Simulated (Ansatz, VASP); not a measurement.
**Two plane-wave programs on Pt2C**

```
Pt C
1.0
     0.00000    4.43557    4.43557
     4.43557    0.00000    4.43557
     4.43557    4.43557    0.00000
Pt C
4 2
Direct
  0.62500 0.12500 0.62500
  0.62500 0.62500 0.62500
  0.12500 0.62500 0.62500
  0.62500 0.62500 0.12500
  0.50000 0.50000 0.50000
  0.75000 0.75000 0.75000
```

Alike in both runs: functional PBE; k mesh 8 × 8 × 8; occupations gaussian, width 0.1 eV; no spin polarisation.

Ansatz relaxed the structure, and its values are those at the end. VASP's run is a single point on that final structure, the one shown.

```csv
,VASP,Ansatz
version,VASP 6.6.1,Ansatz 0.2.0
potentials or method,"VASP PAW PBE potentials, release 64 (Pt, C), cutoff 520 eV","scalar-relativistic, plane waves, PAW"
valence electrons in the cell,48,80
```

|  | VASP | Ansatz | Ansatz less VASP |
| --- | --- | --- | --- |
| gap on the k mesh at the Fermi level (eV) | none | none | - |
| pressure (GPa) | 0.2 | 0.0 | -0.22 |

A gap of «none» marks a metal or a gap that the smearing closes. VASP's potentials hold 48 valence electrons a cell and Ansatz's 80, so a difference there can come from the potentials and not from the codes.

Neither program's run includes spin-orbit coupling.
